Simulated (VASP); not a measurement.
A run of VASP 6.6.1 is set up as follows.

The input INCAR:

```
ALGO = Normal
EDIFF = 1E-6
ENCUT = 520
GGA = PE
ISIF = 2
ISMEAR = -1
ISPIN = 2
LASPH = T
LCHARG = F
LMAXMIX = 4
LORBIT = 11
LREAL = F
LWAVE = F
MAGMOM = 0.85
NBANDS = 14
NELM = 150
NUPDOWN = 0.85
PREC = Accurate
SIGMA = 0.1
```

KPOINTS

```
k-points
0
Gamma
  11 11 11
```

File POSCAR:

```
Co
1.0
    0.0000000000      1.8140000000      1.8140000000
    1.8140000000      0.0000000000      1.8140000000
    1.8140000000      1.8140000000      0.0000000000
Co
1
Direct
    0.0000000000      0.0000000000      0.0000000000
```

Potentials or basis: VASP PAW PBE potentials, release 64 (Co).

Run with:

```console
$ cat potpaw_PBE.64/Co/POTCAR > POTCAR
$ mpirun -np 1 vasp_std > vasp.out
```

(1) Predict the pressure.

Answers

(1) -23.0 GPa.

Caveat: the total moment is fixed, so each spin has its own Fermi level.
